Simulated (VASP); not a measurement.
A run of VASP 6.6.1 is set up as follows.

INCAR

```
SYSTEM = TiTe2
ALGO = Normal
EDIFF = 1E-6
ENCUT = 520
GGA = PE
ISIF = 2
ISMEAR = -1
LASPH = .True.
LCHARG = .True.
LELF = .True.
LREAL = .False.
LVHAR = .True.
LWAVE = .False.
NBANDS = 19
NELM = 100
PREC = Accurate
SIGMA = 0.05
```

Contents of KPOINTS:

```
k-points
0
Gamma
  8 8 4
  0 0 0
```

The input POSCAR:

```
TiTe2
1.0
    3.8510776303      0.0000000000      0.0000000000
   -1.9255388151      3.3351310598      0.0000000000
    0.0000000000      0.0000000000      6.6254441201
Te Ti
2 1
Direct
    0.3333333333      0.6666666667      0.7372000000
    0.6666666667      0.3333333333      0.2628000000
    0.0000000000      0.0000000000      0.0000000000
```

Potentials or basis: VASP PAW PBE potentials, release 64 (Te, Ti_sv).

Run with:

```bash
$ cat potpaw_PBE.64/Te/POTCAR potpaw_PBE.64/Ti_sv/POTCAR > POTCAR
$ mpirun -np 1 vasp_std > vasp.out
```

Q: Estimate the pressure.

A: -2.5 GPa.

Q: Predict the largest force.

A: 0.439 eV/Å.

Q: What does it give for the band gap on the k mesh?

A: Zero (band 12 reaches 6.52 eV, above the bottom of band 13 at 5.95 eV).

Stress tensor (GPa, compression positive):
```
-2.55  0.00  0.00
 0.00 -2.55  0.00
 0.00  0.00 -2.38
```

Caveat: spin-orbit coupling is left out, which moves the levels of the heavy elements; this functional lacks dispersion, which binds the layers, so the pressure and a relaxed spacing across them are unreliable.
